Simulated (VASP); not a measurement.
Runs of VASP 6.6.1 on Al3BAs4. The structure is that of space group P-4m2 (No. 115), or close to it. The cells are those of the table. 

```csv
task,cell,k mesh,cutoff (eV),smearing,gap on the mesh (eV),pressure (GPa),relaxed volume (Å³/atom),largest force (eV/Å)
single point,"a = 3.881, b = 3.881, c = 11.158 Å, 8 atoms",4 × 4 × 2,520,gaussian 0.1 eV,(b),0.2,-,0.01
single point,"a = 3.881, b = 3.880, c = 11.157 Å, angles 90.0, 90.0, 90.1°, 8 atoms",4 × 4 × 2,520,gaussian 0.1 eV,0.85,0.3,-,0.01
relaxation of cell and atoms,"relaxed from a = 3.758, b = 3.758, c = 10.628 Å, 8 atoms",4 × 4 × 2,600,gaussian 0.1 eV,0.84,-0.1,21.08,0.03
single point,"a = 3.861, b = 3.861, c = 11.255 Å, 8 atoms",8 × 8 × 4,500,gaussian 0.02 eV,0.88,0.2,-,-
single point,"a = 3.861, b = 3.861, c = 11.255 Å, 8 atoms",8 × 8 × 4,520,gaussian 0.02 eV,0.88,0.2,-,-
single point,"a = 3.861, b = 3.861, c = 11.255 Å, 8 atoms",4 × 4 × 2,500,gaussian 0.1 eV,0.88,0.3,-,(a)
single point,"a = 3.758, b = 3.758, c = 10.628 Å, 8 atoms",4 × 4 × 2,500,gaussian 0.1 eV,1.07,13.9,-,3.41
relaxation of cell and atoms,"relaxed from a = 3.881, b = 3.881, c = 11.158 Å, 8 atoms",8 × 8 × 4,600,gaussian 0.02 eV,0.88,0.0,(c),-
```

Alike in all rows: level PBE; potentials or basis VASP PAW PBE potentials, release 64 (Al, B, As); no spin polarisation.

Task: Fill in the values left out.

Result: (a) 0.02; (b) 0.86; (c) 21.02.

Caveats: forces of over 1 eV/Å act on the atoms, so gaps and moduli don't describe the material at rest (some runs).

A k mesh can miss the band edges, and the runs leave out spin-orbit coupling on As.
